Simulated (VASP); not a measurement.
# Cu3O2 (I4/mmm) in VASP: settings compared

Cu3O2 is run at these levels: LDA, PBE; tasks: single point.

Program: VASP 6.6.1. These are calculated values, not measurements. Logs are shortened: lines on timing, memory, paths and dates and some standing lists are left out, and cuts for length are marked.

### 1 The cell of the first run

Symmetry: I4/mmm, No. 139, tetragonal system. The conventional cell has a = 3.910 Å, b = 3.910 Å, c = 7.182 Å, α = 90.00°, β = 90.00°, γ = 90.00°. Cu (site symmetry 4/mmm) has 4 O at 1.96 Å and 8 Cu at 2.65 Å within 2.7 Å. Within 2.4 Å of Cu (site symmetry -4m2) lie 2 O at 1.80 Å. Within 2.4 Å of O (site symmetry mmm) lie 4 Cu at 1.80 to 1.96 Å.

### 2 Single point, LDA

Contents of INCAR:

```
SYSTEM = Cu3O2
  ALGO = Normal
  EDIFF = 1E-6
  ENCUT = 700
  GGA = CA
  GGA_COMPAT = .False.
  ISIF = 2
  ISMEAR = -1
  LASPH = .True.
  LCHARG = .False.
  LREAL = .False.
  LWAVE = .False.
  NBANDS = 42
  NELM = 120
  PREC = Accurate
  SIGMA = 0.05
```

Contents of KPOINTS:

```
k-points
0
Gamma
  9 9 9
  0 0 0
```

Contents of POSCAR:

```
Cu3O2
1.0
   -1.9550592132      1.9550592132      3.5908404347
    1.9550592132     -1.9550592132      3.5908404347
    1.9550592132      1.9550592132     -3.5908404347
Cu O
3 2
Direct
    0.0000000000      0.0000000000      0.0000000000
    0.7500000000      0.2500000000      0.5000000000
    0.2500000000      0.7500000000      0.5000000000
    0.5000000000      0.0000000000      0.5000000000
    0.0000000000      0.5000000000      0.5000000000
```

Potentials or basis: VASP PAW LDA potentials, release 64 (Cu_sv_GW, O).

The run is started by

```
cat potpaw_LDA.64/Cu_sv_GW/POTCAR potpaw_LDA.64/O/POTCAR > POTCAR
mpirun -np 1 vasp_std > vasp.out
```

OUTCAR:

```text
SYSTEM = Cu3O2
   EDIFF = 1E-6
   ENCUT = 700
   GGA = CA
   ISIF = 2
   ISMEAR = -1
   LASPH = .True.
   LREAL = .False.
   NELM = 120
   PREC = Accurate

 ion  position               nearest neighbor table
   1  0.000  0.000  0.000-   4 1.96   5 1.96   5 1.96   4 1.96   2 2.65   3 2.65   2 2.65   3 2.65
                             2 2.65   2 2.65   3 2.65   3 2.65
   2  0.750  0.250  0.500-   4 1.80   5 1.80   1 2.65   1 2.65   1 2.65   1 2.65
   3  0.250  0.750  0.500-   4 1.80   5 1.80   1 2.65   1 2.65   1 2.65   1 2.65
   4  0.500  0.000  0.500-   2 1.80   3 1.80   1 1.96   1 1.96
   5  0.000  0.500  0.500-   2 1.80   3 1.80   1 1.96   1 1.96

  LATTYP: Found a body centered tetragonal cell.
 ALAT       =     3.9101184264
 C/A-ratio  =     1.8366913956

  Lattice vectors:

 A1 = (  -1.9550592132,   1.9550592132,   3.5908404347)
 A2 = (   1.9550592132,  -1.9550592132,   3.5908404347)
 A3 = (   1.9550592132,   1.9550592132,  -3.5908404347)

Analysis of symmetry for initial positions (statically):
=====================================================================
 Subroutine PRICEL returns:
 Original cell was already a primitive cell.

 Routine SETGRP: Setting up the symmetry group for a
 body centered tetragonal supercell.

 Subroutine GETGRP returns: Found 16 space group operations
 (whereof 16 operations were pure point group operations)
 out of a pool of 16 trial point group operations.

The static configuration has the point symmetry D_4h.

Analysis of symmetry for dynamics (positions and initial velocities):
=====================================================================
 Subroutine PRICEL returns:
 Original cell was already a primitive cell.

 Routine SETGRP: Setting up the symmetry group for a
 body centered tetragonal supercell.

 Subroutine GETGRP returns: Found 16 space group operations
 (whereof 16 operations were pure point group operations)
 out of a pool of 16 trial point group operations.

The dynamic configuration has the point symmetry D_4h.

 Subroutine INISYM returns: Found 16 space group operations
 (whereof 16 operations are pure point group operations),
 and found     1 'primitive' translations

----------------------------------------------------------------------------------------

                                     Primitive cell

  volume of cell :      54.9005

  direct lattice vectors                    reciprocal lattice vectors
    -1.955059213  1.955059213  3.590840435     0.000000000  0.255746730  0.139243169
     1.955059213 -1.955059213  3.590840435     0.255746730  0.000000000  0.139243169
     1.955059213  1.955059213 -3.590840435     0.255746730  0.255746730  0.000000000

  length of vectors
     4.531958526  4.531958526  4.531958526     0.291195896  0.291195896  0.361680494

  position of ions in fractional coordinates (direct lattice)
     0.000000000  0.000000000  0.000000000
     0.750000000  0.250000000  0.500000000
     0.250000000  0.750000000  0.500000000
     0.500000000  0.000000000  0.500000000
     0.000000000  0.500000000  0.500000000

  ion indices of the primitive-cell ions
   primitive index   ion index
                 1           1
                 2           2
                 3           3
                 4           4
                 5           5

----------------------------------------------------------------------------------------

 KPOINTS: k-points

Automatic generation of k-mesh.
 Grid dimensions read from file:
 generate k-points for:    9    9    9

 Generating k-lattice:

  Cartesian coordinates                     Fractional coordinates (reciprocal lattice)
     0.000000000  0.028416303  0.015471463     0.111111111  0.000000000  0.000000000
     0.028416303  0.000000000  0.015471463     0.000000000  0.111111111  0.000000000
     0.028416303  0.028416303  0.000000000     0.000000000  0.000000000  0.111111111

  Length of vectors
     0.032355100  0.032355100  0.040186722

  Shift w.r.t. Gamma in fractional coordinates (k-lattice)
     0.000000000  0.000000000  0.000000000

 Subroutine IBZKPT returns following result:
 ===========================================

 Found     75 irreducible k-points:

 Following reciprocal coordinates:
            Coordinates               Weight
  0.000000  0.000000  0.000000      1.000000
  0.111111  0.000000 -0.000000      8.000000
  0.222222  0.000000 -0.000000      8.000000
  0.333333  0.000000 -0.000000      8.000000
  0.444444  0.000000 -0.000000      8.000000
  0.111111  0.111111 -0.000000      8.000000
[... 16 lines left out ...]
 -0.333333  0.333333  0.000000      4.000000
  0.444444  0.444444 -0.000000      8.000000
 [... further k-points ...]
   k-points           NKPTS =     75   k-points in BZ     NKDIM =     75   number of bands    NBANDS=     42
   number of dos      NEDOS =    301   number of ions     NIONS =      5
   total plane-waves  NPLWV =  64000
   dimension x,y,z NGX =    40 NGY =   40 NGZ =   40
   dimension x,y,z NGXF=    80 NGYF=   80 NGZF=   80
   ions per type =               3   2
   NGX,Y,Z   is equivalent  to a cutoff of  14.67, 14.67, 14.67 a.u.
   NGXF,Y,Z  is equivalent  to a cutoff of  29.35, 29.35, 29.35 a.u.
 SYSTEM =  Cu3O2
   PREC   = accura    normal or accurate (medium, high low for compatibility)
   ISTART =      0    job   : 0-new  1-cont  2-samecut
   ICHARG =      2    charge: 1-file 2-atom 10-const
   ISPIN  =      1    spin polarized calculation?
   LNONCOLLINEAR =      F non collinear calculations
   LSORBIT =      F    spin-orbit coupling
   LASPH  =      T    aspherical Exc in radial PAW
   ENCUT  =  700.0 eV  51.45 Ry    7.17 a.u.   9.78  9.78  9.78*2*pi/ulx,y,z
   NELM   =    120;   NELMIN=  2; NELMDL= -5     # of ELM steps
   EDIFF  = 0.1E-05   stopping-criterion for ELM
   LREAL  =      F    real-space projection
   EDIFFG = 0.1E-04   stopping-criterion for IOM
   NSW    =      0    number of steps for IOM
   IBRION =     -1    ionic relax: 0-MD 1-quasi-New 2-CG
   NFREE  =      0    steps in history (QN), initial steepest desc. (CG)
   ISIF   =      2    stress and relaxation
   ISYM   =      2    0-nonsym 1-usesym 2-fastsym
   POTIM  = 0.5000    time-step for ionic-motion
   TEBEG  =    0.0;   TEEND  =   0.0 temperature during run
   PSTRESS=    0.0 pullay stress
   NELECT =      69.0000    total number of electrons
   NUPDOWN=      -1.0000    fix difference up-down
   EMIN   =  10.00;   EMAX   =-10.00  energy-range for DOS
   EFERMI =   0.00;   METHOD = LEGACY
   ISMEAR =    -1;   SIGMA  =   0.05  broadening in eV -4-tet -1-fermi 0-gaus
   EFERMI_NEDOS =   21; number of points for ismear=-14 and -15
   IALGO  =     38    algorithm
   IMIX   =      4    mixing-type and parameters
     AMIX     =   0.40;   BMIX     =  1.00
     AMIX_MAG =   1.60;   BMIX_MAG =  1.00
  volume/ion in A,a.u.               =      10.98        74.10
  Fermi-wavevector in a.u.,A,eV,Ry     =   1.766713  3.338603 42.467499  3.121273
  Thomas-Fermi vector in A             =   2.834241
   LORBIT       =      0    0 simple, 1 ext, 2 COOP (PROOUT), +10 PAW based schemes
   GGA     = CA    functional components
   LHFCALC =     F    Hartree Fock is set to
   AEXX    =    0.0000 exact exchange contribution
   IVDW    =     0    specifies the selected vdW correction
   LEPSILON=     F    determine dielectric tensor
   LRPA    =     F    only Hartree local field effects (RPA)
 non-spin polarized calculation
  energy-cutoff  :      700.00
  volume of cell :       54.90
 maximum number of plane-waves:      2338
   NGX = 19   NGY = 19   NGZ = 19

 number of electron      68.9999978 magnetization

 Free energy of the ion-electron system (eV)
  ---------------------------------------------------
  ext. energy  EPLUGINS =         0.00000000
  ---------------------------------------------------
  free energy    TOTEN  =       -27.69938426 eV

  energy without entropy =      -27.68428811  energy(sigma->0) =      -27.69183618

 E-fermi :   5.0679     XC(G=0): -12.6273

 val. band max:        5.0392977283   @ k =  -0.2222   0.2222   0.0000
 cond. band min:       5.0850252602   @ k =  -0.3333  -0.3333   0.1111
 fundamental gap:      0.0457275319
 Fermi energy:         5.0679177252

 k-point     1 :       0.0000    0.0000    0.0000
  band No.  band energies     occupation
      1    -106.6413      2.00000
      2    -106.2892      2.00000
      3    -106.2856      2.00000
      4     -64.6329      2.00000
      5     -64.6329      2.00000
      6     -64.5973      2.00000
[... 34 lines left out ...]
     41      16.1074      0.00000
     42      16.2357      0.00000

 k-point     2 :       0.1111    0.0000   -0.0000
  band No.  band energies     occupation
      1    -106.6414      2.00000
      2    -106.2889      2.00000
      3    -106.2860      2.00000
      4     -64.6333      2.00000
      5     -64.6328      2.00000
      6     -64.5972      2.00000
[... 34 lines left out ...]
     41      15.7030      0.00000
     42      17.5977      0.00000

 k-point     3 :       0.2222    0.0000   -0.0000
  band No.  band energies     occupation
      1    -106.6412      2.00000
      2    -106.2884      2.00000
      3    -106.2862      2.00000
      4     -64.6334      2.00000
      5     -64.6329      2.00000
      6     -64.5963      2.00000
[... 34 lines left out ...]
     41      15.8923      0.00000
     42      16.9728      0.00000

 k-point     4 :       0.3333    0.0000   -0.0000
  band No.  band energies     occupation
      1    -106.6413      2.00000
      2    -106.2880      2.00000
      3    -106.2868      2.00000
      4     -64.6341      2.00000
      5     -64.6331      2.00000
      6     -64.5954      2.00000
[... 844 lines left out ...]
     41      15.7391      0.00000
     42      16.2624      0.00000

 k-point    23 :      -0.3333    0.3333    0.0000
  band No.  band energies     occupation
      1    -106.6411      2.00000
      2    -106.2875      2.00000
      3    -106.2869      2.00000
      4     -64.6350      2.00000
      5     -64.6326      2.00000
      6     -64.5949      2.00000
[... 34 lines left out ...]
     41      15.5645      0.00000
     42      16.0074      0.00000

 k-point    24 :       0.4444    0.4444   -0.0000
  band No.  band energies     occupation
      1    -106.6410      2.00000
      2    -106.2873      2.00000
      3    -106.2869      2.00000
      4     -64.6354      2.00000
      5     -64.6325      2.00000
      6     -64.5941      2.00000
[... 34 lines left out ...]
     41      15.9921      0.00000
     42      16.2565      0.00000

 [... further k-points ...]
[... 5 lines left out ...]
  --------------------------------------------------------------------------------------
  -------------------------------------------------------------------------------------
  Total       -1.0060920     -1.0060920     -0.6065327      0.0000000      0.0000000      0.0000000
  in kB      -29.3611030    -29.3611030    -17.7006352      0.0000000      0.0000000      0.0000000
  external PRESSURE =     -25.4742804 kB  Pullay stress =       0.0000000 kB

 VOLUME and BASIS-vectors are now :
 -----------------------------------------------------------------------------
  energy-cutoff  :      700.00
  volume of cell :       54.90
      direct lattice vectors                 reciprocal lattice vectors
    -1.955059213  1.955059213  3.590840435     0.000000000  0.255746730  0.139243169
     1.955059213 -1.955059213  3.590840435     0.255746730  0.000000000  0.139243169
     1.955059213  1.955059213 -3.590840435     0.255746730  0.255746730  0.000000000

 POSITION                                       TOTAL-FORCE (eV/Angst)
 -----------------------------------------------------------------------------------
      0.00000      0.00000      0.00000         0.000000      0.000000     -0.000000
      0.00000      1.95506      1.79542        -0.000000      0.000000      0.000000
      1.95506      0.00000      1.79542         0.000000     -0.000000      0.000000
      0.00000      1.95506      0.00000         0.000000      0.000000     -0.000000
      1.95506      0.00000      0.00000         0.000000      0.000000     -0.000000
 -----------------------------------------------------------------------------------
    total drift:                                0.000000     -0.000000     -0.000000

  FREE ENERGIE OF THE ION-ELECTRON SYSTEM (eV)
  ---------------------------------------------------
  free  energy   TOTEN  =       -27.6993842620 eV

  energy  without entropy=      -27.6842881056  energy(sigma->0) =      -27.69183618
```

It took 3.3 min on 1 thread of Intel Xeon 6975P-C (Granite Rapids), shared host; peak memory 0.37 GiB.

Results:

```
Free energy            : -27.6994 eV
Pressure               : -2.5 GPa
Band gap on the k mesh : zero (an odd number of electrons rules out a gap without spin polarisation)
```

Stress tensor (GPa, compression positive):
```
-2.94  0.00  0.00
 0.00 -2.94  0.00
 0.00  0.00 -1.77
```

Caveat: an odd number of electrons without spin polarisation forces a metal; a magnetic or distorted state may lie lower. With open d or f shells a metallic result of LDA can be an artefact of self-interaction; +U or a hybrid may open a gap.

### 3 Single point, PBE

This run uses another cell than the first one, of 12.03 Å³/atom.

Contents of INCAR:

```
PREC     = Accurate       # precision mode
ENCUT    = 700            # plane-wave cutoff, eV
EDIFF    = 1E-6           # SCF threshold, eV
ISMEAR   = -1             # smearing method
SIGMA    = 0.05           # smearing width, eV
LREAL    = F              # projectors in reciprocal space
LASPH    = T              # aspherical terms in the spheres
NELM     = 120            # most SCF steps
ALGO     = Normal         # electronic algorithm
ISIF     = 2              # what is computed and relaxed
LWAVE    = F              # write WAVECAR
LCHARG   = F              # write CHGCAR
GGA      = PE             # functional
NBANDS   = 42             # bands
GGA_COMPAT= F
```

Contents of KPOINTS:

```
Automatic mesh
0
Gamma
  9 9 9
```

POSCAR: that of step 2 with these lines changed.

```diff
@@ -2,5 +2,5 @@
 1.0
-   -1.9550592132      1.9550592132      3.5908404347
-    1.9550592132     -1.9550592132      3.5908404347
-    1.9550592132      1.9550592132     -3.5908404347
+   -2.0229820000      2.0229820000      3.6736170000
+    2.0229820000     -2.0229820000      3.6736170000
+    2.0229820000      2.0229820000     -3.6736170000
 Cu O
```

Potentials or basis: VASP PAW PBE potentials, release 64 (Cu_sv_GW, O).

The run is started by

```
cat potpaw_PBE.64/Cu_sv_GW/POTCAR potpaw_PBE.64/O/POTCAR > POTCAR
mpirun -np 1 vasp_std > vasp.out
```

It took 8.5 min on 1 thread of Intel Xeon Platinum 8488C (Sapphire Rapids), shared host; peak memory 0.42 GiB.

It converged, with:

- Free energy: -22.9223 eV
- Pressure: -2.3 GPa
- Band gap on the k mesh: zero (an odd number of electrons rules out a gap without spin polarisation)

Stress tensor (GPa, compression positive):
```
-2.16  0.00  0.00
 0.00 -2.16  0.00
 0.00  0.00 -2.63
```

Levels at points of the mesh, in eV from the Fermi level:
| k point | band 32 | band 33 | band 34 | band 35 | band 36 | band 37 | band 38 | band 39 |
| --- | --- | --- | --- | --- | --- | --- | --- | --- |
| (0.00, 0.00, 0.00) | -1.45 | -0.78 | -0.78 | 0.40 | 0.47 | 5.15 | 5.15 | 6.90 |

Caveat: an odd number of electrons without spin polarisation forces a metal; a magnetic or distorted state may lie lower.

(Continued in part 2 of 2.)
